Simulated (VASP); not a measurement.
# Os (P6_3/mmc) in VASP: further runs, part 2 of 2

VASP 6.6.1.

## (3) Single point, PBE (volume scaled by 1.06)

The input, INCAR:

```
PREC = Accurate
ENCUT = 520
EDIFF = 1E-6
ISMEAR = -1
SIGMA = 0.05
LREAL = False
LASPH = True
NELM = 60
ALGO = Normal
ISIF = 2
LWAVE = False
LCHARG = False
GGA = PE
NBANDS = 15
```

The input, KPOINTS:

```
Automatic mesh
0
Gamma
  15 15 9
```

The input, POSCAR:

```
Os
1.0
    2.7877233928      0.0000000000      0.0000000000
   -1.3938616964      2.4142392769      0.0000000000
    0.0000000000      0.0000000000      4.4044215090
Os
2
Direct
    0.3333333333      0.6666666667      0.2500000000
    0.6666666667      0.3333333333      0.7500000000
```

Potentials or basis: VASP PAW PBE potentials, release 64 (Os).

Run with:

```bash
$ cat potpaw_PBE.64/Os/POTCAR > POTCAR
$ mpirun -np 1 vasp_std > vasp.out
```

OUTCAR:

```text
PREC = Accurate
   ENCUT = 520
   EDIFF = 1E-6
   ISMEAR = -1
   LREAL = False
   LASPH = True
   NELM = 60
   ISIF = 2
   GGA = PE

 ion  position               nearest neighbor table
   1  0.333  0.667  0.250-   2 2.73   2 2.73   2 2.73   2 2.73   2 2.73   2 2.73
   2  0.667  0.333  0.750-   1 2.73   1 2.73   1 2.73   1 2.73   1 2.73   1 2.73

  LATTYP: Found a hexagonal cell.
 ALAT       =     2.7877233928
 C/A-ratio  =     1.5799349105

  Lattice vectors:

 A1 = (   2.7877233928,   0.0000000000,   0.0000000000)
 A2 = (  -1.3938616964,   2.4142392769,   0.0000000000)
 A3 = (   0.0000000000,   0.0000000000,   4.4044215090)

Analysis of symmetry for initial positions (statically):
=====================================================================
 Subroutine PRICEL returns:
 Original cell was already a primitive cell.

 Routine SETGRP: Setting up the symmetry group for a
 hexagonal supercell.

 Subroutine GETGRP returns: Found 24 space group operations
 (whereof 12 operations were pure point group operations)
 out of a pool of 24 trial point group operations.

The static configuration has the point symmetry D_3d.
 The point group associated with its full space group is D_6h.

Analysis of symmetry for dynamics (positions and initial velocities):
=====================================================================
 Subroutine PRICEL returns:
 Original cell was already a primitive cell.

 Routine SETGRP: Setting up the symmetry group for a
 hexagonal supercell.

 Subroutine GETGRP returns: Found 24 space group operations
 (whereof 12 operations were pure point group operations)
 out of a pool of 24 trial point group operations.

The dynamic configuration has the point symmetry D_3d.
 The point group associated with its full space group is D_6h.

 Subroutine INISYM returns: Found 24 space group operations
 (whereof 12 operations are pure point group operations),
 and found     1 'primitive' translations

----------------------------------------------------------------------------------------

                                     Primitive cell

  volume of cell :      29.6428

  direct lattice vectors                    reciprocal lattice vectors
     2.787723393  0.000000000  0.000000000     0.358715647  0.207104575  0.000000000
    -1.393861696  2.414239277  0.000000000     0.000000000  0.414209151  0.000000000
     0.000000000  0.000000000  4.404421509     0.000000000  0.000000000  0.227044573

  length of vectors
     2.787723393  2.787723393  4.404421509     0.414209151  0.414209151  0.227044573

  position of ions in fractional coordinates (direct lattice)
     0.333333333  0.666666667  0.250000000
     0.666666667  0.333333333  0.750000000

  ion indices of the primitive-cell ions
   primitive index   ion index
                 1           1
                 2           2

----------------------------------------------------------------------------------------

 KPOINTS: Automatic mesh

Automatic generation of k-mesh.
 Grid dimensions read from file:
 generate k-points for:   15   15    9

 Generating k-lattice:

  Cartesian coordinates                     Fractional coordinates (reciprocal lattice)
     0.023914376  0.013806972  0.000000000     0.066666667  0.000000000  0.000000000
     0.000000000  0.027613943  0.000000000     0.000000000  0.066666667  0.000000000
     0.000000000  0.000000000  0.025227175     0.000000000  0.000000000  0.111111111

  Length of vectors
     0.027613943  0.027613943  0.025227175

  Shift w.r.t. Gamma in fractional coordinates (k-lattice)
     0.000000000  0.000000000  0.000000000

 Subroutine IBZKPT returns following result:
 ===========================================

 Found    135 irreducible k-points:

 Following reciprocal coordinates:
            Coordinates               Weight
  0.000000  0.000000  0.000000      1.000000
  0.066667  0.000000  0.000000      6.000000
  0.133333  0.000000  0.000000      6.000000
  0.200000  0.000000  0.000000      6.000000
  0.266667  0.000000  0.000000      6.000000
  0.333333  0.000000  0.000000      6.000000
[... 16 lines left out ...]
  0.333333  0.200000  0.000000     12.000000
  0.400000  0.200000  0.000000      6.000000
 [... further k-points ...]
   k-points           NKPTS =    135   k-points in BZ     NKDIM =    135   number of bands    NBANDS=     15
   number of dos      NEDOS =    301   number of ions     NIONS =      2
   total plane-waves  NPLWV =  20736
   dimension x,y,z NGX =    24 NGY =   24 NGZ =   36
   dimension x,y,z NGXF=    48 NGYF=   48 NGZF=   72
   ions per type =               2
   NGX,Y,Z   is equivalent  to a cutoff of  14.31, 14.31, 13.59 a.u.
   NGXF,Y,Z  is equivalent  to a cutoff of  28.62, 28.62, 27.18 a.u.
 SYSTEM =  unknown system
   PREC   = accura    normal or accurate (medium, high low for compatibility)
   ISTART =      0    job   : 0-new  1-cont  2-samecut
   ICHARG =      2    charge: 1-file 2-atom 10-const
   ISPIN  =      1    spin polarized calculation?
   LNONCOLLINEAR =      F non collinear calculations
   LSORBIT =      F    spin-orbit coupling
   LASPH  =      T    aspherical Exc in radial PAW
   ENCUT  =  520.0 eV  38.22 Ry    6.18 a.u.   5.18  5.18  8.19*2*pi/ulx,y,z
   NELM   =     60;   NELMIN=  2; NELMDL= -5     # of ELM steps
   EDIFF  = 0.1E-05   stopping-criterion for ELM
   LREAL  =      F    real-space projection
   EDIFFG = 0.1E-04   stopping-criterion for IOM
   NSW    =      0    number of steps for IOM
   IBRION =     -1    ionic relax: 0-MD 1-quasi-New 2-CG
   NFREE  =      0    steps in history (QN), initial steepest desc. (CG)
   ISIF   =      2    stress and relaxation
   ISYM   =      2    0-nonsym 1-usesym 2-fastsym
   POTIM  = 0.5000    time-step for ionic-motion
   TEBEG  =    0.0;   TEEND  =   0.0 temperature during run
   PSTRESS=    0.0 pullay stress
   NELECT =      16.0000    total number of electrons
   NUPDOWN=      -1.0000    fix difference up-down
   EMIN   =  10.00;   EMAX   =-10.00  energy-range for DOS
   EFERMI =   0.00;   METHOD = LEGACY
   ISMEAR =    -1;   SIGMA  =   0.05  broadening in eV -4-tet -1-fermi 0-gaus
   EFERMI_NEDOS =   21; number of points for ismear=-14 and -15
   IALGO  =     38    algorithm
   IMIX   =      4    mixing-type and parameters
     AMIX     =   0.40;   BMIX     =  1.00
     AMIX_MAG =   1.60;   BMIX_MAG =  1.00
  volume/ion in A,a.u.               =      14.82       100.02
  Fermi-wavevector in a.u.,A,eV,Ry     =   1.332934  2.518879 24.173636  1.776712
  Thomas-Fermi vector in A             =   2.461831
   LORBIT       =      0    0 simple, 1 ext, 2 COOP (PROOUT), +10 PAW based schemes
   GGA     = PE    functional components
   LHFCALC =     F    Hartree Fock is set to
   AEXX    =    0.0000 exact exchange contribution
   IVDW    =     0    specifies the selected vdW correction
   LEPSILON=     F    determine dielectric tensor
   LRPA    =     F    only Hartree local field effects (RPA)
 non-spin polarized calculation
  energy-cutoff  :      520.00
  volume of cell :       29.64
 maximum number of plane-waves:       811
 NGX is ok and might be reduce to    24
   NGX = 11   NGY = 11   NGZ = 17

 number of electron      15.9999998 magnetization

 Free energy of the ion-electron system (eV)
  ---------------------------------------------------
  ext. energy  EPLUGINS =         0.00000000
  ---------------------------------------------------
  free energy    TOTEN  =       -22.45839080 eV

  energy without entropy =      -22.44920907  energy(sigma->0) =      -22.45379993

 E-fermi :   8.5996     XC(G=0): -13.7255

 val. band max:        8.5958185592   @ k =   0.1333   0.0000   0.3333
 cond. band min:       8.6420300805   @ k =   0.2000   0.0667   0.3333
 fundamental gap:      0.0462115214
 Fermi energy:         8.5995937248

 k-point     1 :       0.0000    0.0000    0.0000
  band No.  band energies     occupation
      1      -1.8103      2.00000
      2       1.3560      2.00000
      3       5.8103      2.00000
      4       5.8103      2.00000
      5       6.0377      2.00000
      6       6.5737      2.00000
      7       6.5737      2.00000
      8       7.1700      2.00000
      9       7.1700      2.00000
     10       8.6454      0.57183
     11      10.1517      0.00000
     12      10.1517      0.00000
     13      17.0062      0.00000
     14      22.6562      0.00000
[... 401 lines left out ...]
      2       2.9160      2.00000
      3       2.9712      2.00000
      4       4.8773      2.00000
      5       5.2192      2.00000
      6       5.8885      2.00000
      7       7.0975      2.00000
      8       9.9072      0.00000
      9      10.4526      0.00000
     10      10.6366      0.00000
     11      13.3065      0.00000
     12      13.9153      0.00000
     13      16.5242      0.00000
     14      19.3818      0.00000
     15      21.7069      0.00000

 [... further k-points ...]
[... 5 lines left out ...]
  --------------------------------------------------------------------------------------
  -------------------------------------------------------------------------------------
  Total       -2.5494391     -2.5494391     -2.6921457      0.0000000     -0.0000000      0.0000000
  in kB     -137.7959225   -137.7959225   -145.5091386      0.0000000     -0.0000000      0.0000000
  external PRESSURE =    -140.3669945 kB  Pullay stress =       0.0000000 kB

 VOLUME and BASIS-vectors are now :
 -----------------------------------------------------------------------------
  energy-cutoff  :      520.00
  volume of cell :       29.64
      direct lattice vectors                 reciprocal lattice vectors
     2.787723393  0.000000000  0.000000000     0.358715647  0.207104575  0.000000000
    -1.393861696  2.414239277  0.000000000     0.000000000  0.414209151  0.000000000
     0.000000000  0.000000000  4.404421509     0.000000000  0.000000000  0.227044573

 POSITION                                       TOTAL-FORCE (eV/Angst)
 -----------------------------------------------------------------------------------
     -0.00000      1.60949      1.10111        -0.000000      0.000000      0.000000
      1.39386      0.80475      3.30332         0.000000     -0.000000      0.000000
 -----------------------------------------------------------------------------------
    total drift:                               -0.000000      0.000000     -0.000000

  FREE ENERGIE OF THE ION-ELECTRON SYSTEM (eV)
  ---------------------------------------------------
  free  energy   TOTEN  =       -22.4583908001 eV

  energy  without entropy=      -22.4492090674  energy(sigma->0) =      -22.45379993
```

stdout:

```text
POSCAR found type information on POSCAR Os
 POSCAR found :  1 types and       2 ions
 scaLAPACK will be used
 LDA part: xc-table for (Slater+PW92), standard interpolation
 POSCAR, INCAR and KPOINTS ok, starting setup
 FFT: planning ... GRIDC
 FFT: planning ... GRID_SOFT
 FFT: planning ... GRID
 WAVECAR not read
 entering main loop
```

It took 34 s on 1 thread of Intel Xeon Platinum 8559C (Emerald Rapids), shared host; peak memory 0.19 GiB.

Results:

```yaml
Free_energy: -22.4584 eV
Pressure: -14.0 GPa
Band_gap_on_the_k_mesh: zero (band 8 reaches 10.48 eV, above the bottom of band 9 at 7.01 eV)
```

Caveat: spin-orbit coupling is left out, which moves the levels of the heavy elements.
